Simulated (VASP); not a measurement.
# Al2O3 (R-3c) in VASP: further runs, part 3 of 3

VASP 6.6.1. Earlier steps stand in the parts before.

## 5. Single point, r2SCAN

This run uses another cell than the first one, of 8.49 Å³/atom.

The input, POSCAR:

```
Al2O3
1.0
    2.3793614130      1.3737249523      4.3315939886
   -2.3793614130      1.3737249523      4.3315939886
    0.0000000000     -2.7474499046      4.3315939886
Al O
4 6
Direct
    0.8519115234      0.8519115234      0.8519115234
    0.3519115234      0.3519115234      0.3519115234
    0.1480884766      0.1480884766      0.1480884766
    0.6480884766      0.6480884766      0.6480884766
    0.4436339008      0.0563660992      0.7500000000
    0.0563660992      0.7500000000      0.4436339008
    0.5563660992      0.9436339008      0.2500000000
    0.2500000000      0.5563660992      0.9436339008
    0.9436339008      0.2500000000      0.5563660992
    0.7500000000      0.4436339008      0.0563660992
```

The input, INCAR.step1:

```
PREC = Accurate
ENCUT = 520
ISMEAR = 0
SIGMA = 0.01
LREAL = F
LASPH = T
NELM = 100
NBANDS = 35
GGA = PE
ALGO = Normal
EDIFF = 1E-4
LWAVE = T
LCHARG = F
```

The input, INCAR.step2:

```
PREC = Accurate
ENCUT = 520
EDIFF = 1E-7
ISMEAR = 0
SIGMA = 0.01
LREAL = F
LASPH = T
NELM = 100
ALGO = Normal
ISIF = 2
LWAVE = F
LCHARG = F
METAGGA = R2SCAN
LMIXTAU = T
NBANDS = 35
ISTART = 1
```

The input, KPOINTS:

```
regular mesh
0
Gamma
  6 6 6
```

Launch:

```console
$ cat potpaw_PBE.64/Al/POTCAR potpaw_PBE.64/O/POTCAR > POTCAR
$ cp INCAR.step1 INCAR
$ mpirun -np 1 vasp_std > vasp.out
$ cp INCAR.step2 INCAR
$ mpirun -np 1 vasp_std > vasp.out
```

Wall time 10 min (1 thread of Intel Xeon 8259CL, shared host); peak memory 0.28 GiB.

It converged, with:

```
Free energy            : -96.2696 eV
Pressure               : -0.5 GPa
Largest force          : 0.019 eV/Å
Band gap on the k mesh : 7.16 eV
```

Forces in eV/Å, atoms in the order of the input:
```
Al   0.000  0.000 -0.019
Al   0.000  0.000 -0.019
Al   0.000  0.000  0.019
Al   0.000  0.000  0.019
O    0.012  0.000  0.000
O   -0.006 -0.011  0.000
O   -0.012  0.000  0.000
O    0.006 -0.011  0.000
O    0.006  0.011  0.000
O   -0.006  0.011  0.000
```

Stress tensor (GPa, compression positive):
```
-0.45  0.00  0.00
 0.00 -0.45  0.00
 0.00  0.00 -0.54
```

Levels at points of the mesh, in eV from the valence-band top:
| k point | band 21 | band 22 | band 23 | band 24 | band 25 | band 26 | band 27 | band 28 |
| --- | --- | --- | --- | --- | --- | --- | --- | --- |
| (0.00, 0.00, 0.00) | -0.52 | -0.05 | -0.05 | 0.00 | 7.16 | 10.12 | 11.95 | 12.59 |
| (0.50, 0.00, 0.00) | -0.93 | -0.93 | -0.29 | -0.29 | 10.43 | 10.43 | 10.71 | 10.71 |
| (0.50, 0.50, 0.00) | -1.05 | -0.92 | -0.78 | -0.27 | 10.59 | 10.79 | 10.91 | 11.46 |
| (0.50, 0.50, 0.50) | -0.40 | -0.40 | -0.40 | -0.40 | 9.63 | 9.63 | 12.17 | 12.17 |

Caveat: the PAW data sets were made with another functional, which shifts forces and pressure a little. A k mesh can miss the band edges.

## 6. Single point, r2SCAN (uniaxial z strain +1.0%)

The input, POSCAR:

```
Al2O3
1.0
    2.3793614130      1.3737249524      4.3749099284
   -2.3793614130      1.3737249524      4.3749099284
    0.0000000000     -2.7474499045      4.3749099285
Al O
4 6
Direct
    0.8516320326      0.8516320326      0.8516320326
    0.3516320326      0.3516320326      0.3516320326
    0.1483679674      0.1483679674      0.1483679674
    0.6483679674      0.6483679674      0.6483679674
    0.4434604774      0.0565395226      0.7500000000
    0.0565395226      0.7500000000      0.4434604774
    0.5565395226      0.9434604774      0.2500000000
    0.2500000000      0.5565395226      0.9434604774
    0.9434604774      0.2500000000      0.5565395226
    0.7500000000      0.4434604774      0.0565395226
```

The input, INCAR.step1:

```
PREC = Accurate
ENCUT = 520
ISMEAR = 0
SIGMA = 0.01
LREAL = False
LASPH = True
NELM = 80
NBANDS = 35
GGA = PE
ALGO = Normal
EDIFF = 1E-4
LWAVE = True
LCHARG = False
```

The input, INCAR.step2:

```
PREC = Accurate
ENCUT = 520
EDIFF = 1E-6
ISMEAR = 0
SIGMA = 0.01
LREAL = False
LASPH = True
NELM = 80
ALGO = Normal
ISIF = 2
LWAVE = False
LCHARG = True
METAGGA = R2SCAN
LMIXTAU = True
LELF = True
LVHAR = True
NBANDS = 35
ISTART = 1
```

KPOINTS is that of step 5.

Potentials or basis: VASP PAW PBE potentials, release 64 (Al, O).

Launch:

```console
$ cat potpaw_PBE.64/Al/POTCAR potpaw_PBE.64/O/POTCAR > POTCAR
$ cp INCAR.step1 INCAR
$ mpirun -np 1 vasp_std > vasp.out
$ cp INCAR.step2 INCAR
$ mpirun -np 1 vasp_std > vasp.out
```

It took 8.4 min on 1 thread of Intel Xeon 8259CL, shared host; peak memory 0.29 GiB.

The run converged. Its results:

```
Free energy            : -96.2550 eV
Pressure               : -2.9 GPa
Largest force          : 0.018 eV/Å
Band gap on the k mesh : 7.06 eV
```

Forces on the atoms (eV/Å):
```
Al   0.000  0.000 -0.018
Al   0.000  0.000 -0.018
Al   0.000  0.000  0.018
Al   0.000  0.000  0.018
O    0.012  0.000  0.000
O   -0.006 -0.010  0.000
O   -0.012  0.000  0.000
O    0.006 -0.010  0.000
O    0.006  0.010  0.000
O   -0.006  0.010  0.000
```

Stress tensor (GPa, compression positive):
```
-1.59  0.00  0.00
 0.00 -1.59  0.00
 0.00  0.00 -5.51
```

Levels at points of the mesh, in eV from the valence-band top:
| k point | band 21 | band 22 | band 23 | band 24 | band 25 | band 26 | band 27 | band 28 |
| --- | --- | --- | --- | --- | --- | --- | --- | --- |
| (0.00, 0.00, 0.00) | -0.48 | -0.05 | 0.00 | 0.00 | 7.06 | 10.14 | 11.81 | 12.39 |
| (0.50, 0.00, 0.00) | -0.90 | -0.90 | -0.28 | -0.28 | 10.37 | 10.37 | 10.58 | 10.58 |
| (0.50, 0.50, 0.00) | -1.00 | -0.88 | -0.79 | -0.26 | 10.62 | 10.65 | 10.86 | 11.39 |
| (0.50, 0.50, 0.50) | -0.34 | -0.34 | -0.34 | -0.34 | 9.59 | 9.59 | 12.10 | 12.10 |

Caveat: the cell differs from its parent crystal (uniaxial z strain +1.0%); the PAW data sets were made with another functional, which shifts forces and pressure a little. A k mesh can miss the band edges.

## 7. Single point, r2SCAN (uniaxial z strain +2.0%)

The input, POSCAR:

```
Al2O3
1.0
    2.3793614130      1.3737249524      4.4182258683
   -2.3793614130      1.3737249524      4.4182258683
    0.0000000000     -2.7474499045      4.4182258684
Al O
4 6
Direct
    0.8513773476      0.8513773476      0.8513773476
    0.3513773476      0.3513773476      0.3513773476
    0.1486226524      0.1486226524      0.1486226524
    0.6486226524      0.6486226524      0.6486226524
    0.4432864559      0.0567135441      0.7500000000
    0.0567135441      0.7500000000      0.4432864559
    0.5567135441      0.9432864559      0.2500000000
    0.2500000000      0.5567135441      0.9432864559
    0.9432864559      0.2500000000      0.5567135441
    0.7500000000      0.4432864559      0.0567135441
```

Changes to INCAR.step1 since step 6:

```diff
@@ -6,3 +6,3 @@
 LASPH = True
-NELM = 80
+NELM = 60
 NBANDS = 35
```

The input, INCAR.step2:

```
PREC = Accurate
ENCUT = 520
EDIFF = 1E-7
ISMEAR = 0
SIGMA = 0.01
LREAL = False
LASPH = True
NELM = 60
ALGO = Normal
ISIF = 2
LWAVE = False
LCHARG = False
METAGGA = R2SCAN
LMIXTAU = True
NBANDS = 35
ISTART = 1
```

KPOINTS is that of step 6.

Launch:

```console
$ cat potpaw_PBE.64/Al/POTCAR potpaw_PBE.64/O/POTCAR > POTCAR
$ cp INCAR.step1 INCAR
$ mpirun -np 1 vasp_std > vasp.out
$ cp INCAR.step2 INCAR
$ mpirun -np 1 vasp_std > vasp.out
```

Wall time 9.7 min (1 thread of Intel Xeon 8259CL, shared host); peak memory 0.29 GiB.

Results (log left out):

- Free energy: -96.2142 eV
- Pressure: -5.2 GPa
- Largest force: 0.018 eV/Å
- Band gap on the k mesh: 6.91 eV

Forces on the atoms (eV/Å):
```
Al   0.000  0.000 -0.018
Al   0.000  0.000 -0.018
Al   0.000  0.000  0.018
Al   0.000  0.000  0.018
O    0.011  0.000  0.000
O   -0.006 -0.010  0.000
O   -0.011  0.000  0.000
O    0.006 -0.010  0.000
O    0.006  0.010  0.000
O   -0.006  0.010  0.000
```

Stress tensor (GPa, compression positive):
```
 -2.64   0.00   0.00
  0.00  -2.64   0.00
  0.00   0.00 -10.35
```

Levels at points of the mesh, in eV from the valence-band top:
```tsv
k point	band 20	band 21	band 22	band 23	band 24	band 25	band 26	band 27	band 28	band 29
(0.00, 0.00, 0.00)	-0.48	-0.48	-0.14	0.00	0.00	6.91	10.11	11.63	12.14	12.14
(0.50, 0.00, 0.00)	-1.36	-0.92	-0.92	-0.32	-0.32	10.21	10.21	10.43	10.43	12.78
(0.50, 0.50, 0.00)	-1.32	-1.01	-0.88	-0.84	-0.29	10.41	10.67	10.75	11.26	11.91
(0.50, 0.50, 0.50)	-2.06	-0.33	-0.33	-0.33	-0.33	9.49	9.49	11.97	11.97	13.54
```

Caveat: the cell differs from its parent crystal (uniaxial z strain +2.0%); the cell stands under tension; the PAW data sets were made with another functional, which shifts forces and pressure a little.

## 8. Overview

| cell | gap on the mesh (eV) | pressure (GPa) | largest force (eV/Å) |
| --- | --- | --- | --- |
| a = 5.020 Å, angles 56.6°, 10 atoms, atomic positions A | 7.26 | 7.6 | 0.02 |
| a = 5.056 Å, angles 56.1°, 10 atoms, atomic positions A | 7.23 | 4.8 | 0.02 |
| a = 5.093 Å, angles 55.7°, 10 atoms, atomic positions B | 7.20 | 2.1 | 0.02 |
| a = 5.129 Å, angles 55.3°, 10 atoms, atomic positions B | 7.16 | -0.5 | 0.02 |
| a = 5.166 Å, angles 54.8°, 10 atoms, atomic positions C | 7.06 | -2.9 | 0.02 |
| a = 5.203 Å, angles 54.4°, 10 atoms, atomic positions C | 6.91 | -5.2 | 0.02 |

Alike in all rows: task single point; level r2SCAN; potentials or basis VASP PAW PBE potentials, release 64 (Al, O); no spin polarisation; k mesh 6 × 6 × 6; cutoff (eV) 520; smearing gaussian 0.01 eV.

Caveats: the PAW data sets were made with another functional, which shifts forces and pressure a little; the cell stands under pressure (at least some runs); the cell stands under tension (at least some runs).

Absolute energies hang on the potentials; compare differences alone.
